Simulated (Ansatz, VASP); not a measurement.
## One calculation of Y, two programs

```
Y
1.0
     0.00000    2.43427    2.43427
     2.43427    0.00000    2.43427
     2.43427    2.43427    0.00000
Y
1
Cartesian
  0.0000 0.0000 0.0000
```

Change from the starting cell: volume scaled by 0.94, crystal datasets.

Alike in both runs: task electric field gradients; functional LDA; k mesh 13 × 13 × 13; occupations fermi-dirac, width 0.05 eV; no spin polarisation.

|  | VASP | Ansatz |
| --- | --- | --- |
| version | VASP 6.6.1 | Ansatz 0.2.0 |
| potentials or method | VASP PAW LDA potentials, release 64 (Y_sv), cutoff 520 eV | all-electron PAW with datasets made for the crystal, scalar-relativistic |

```csv
,VASP,Ansatz,Ansatz less VASP
pressure (GPa),0.8,1.0,+0.15
```

LDA's correlation is that of Perdew and Zunger in VASP and of Perdew and Wang (1992) in Ansatz. Ansatz ran all-electron here, and VASP with PAW potentials.
